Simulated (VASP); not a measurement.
Here is a VASP 6.6.1 calculation.

Contents of INCAR:

```
SYSTEM = Ta6C
  PREC = Accurate
  ENCUT = 520
  EDIFF = 1E-6
  ISMEAR = 0
  SIGMA = 0.1
  LREAL = .FALSE.
  LASPH = .TRUE.
  NELM = 100
  ALGO = Normal
  ISIF = 2
  LWAVE = .FALSE.
  LCHARG = .FALSE.
  LDIPOL = .TRUE.
  IDIPOL = 3
  DIPOL = 0.5 0.5 0.337
  GGA = PE
  NBANDS = 44
```

Contents of KPOINTS:

```
regular mesh
0
G
  6 6 1
  0 0 0
```

The input POSCAR:

```
Ta6C
1.0
    4.6937283334      0.0000000000      0.0000000000
   -2.3468641667      4.0648879751      0.0000000000
    0.0000000000      0.0000000000     19.9881921067
Ta C
6 1
Direct
    0.6666666666      0.3333333333      0.2001181487
    0.3333333333      0.6666666667      0.2480516125
    0.0000000000      0.0000000000      0.2959850764
    0.6666666666      0.3333333333      0.3401842440
    0.3333333333      0.6666666667      0.3819724415
    0.0000000000      0.0000000000      0.4246603225
    0.4444444444      0.8888888889      0.4658224878
```

Potentials or basis: VASP PAW PBE potentials, release 64 (Ta_pv, C).

Run with:

```sh
$ cat potpaw_PBE.64/Ta_pv/POTCAR potpaw_PBE.64/C/POTCAR > POTCAR
$ mpirun -np 1 vasp_std > vasp.out
```

**Question.** Predict the band gap on the k mesh.

**Answer.** Zero (bands 35 and 36 overlap by 0.23 eV).

**Question.** Estimate the largest force.

**Answer.** 2.478 eV/Å.

Forces in eV/Å, atoms in the order of the input:
```
Ta   0.000 -0.302  1.539
Ta   0.000 -0.077 -0.392
Ta   0.000  0.272 -2.079
Ta   0.000 -0.056 -0.156
Ta   0.000 -1.067 -1.420
Ta   0.000 -0.495  2.428
C    0.000  1.726  0.081
```

Caveat: spin-orbit coupling is left out, which moves the levels of the heavy elements.
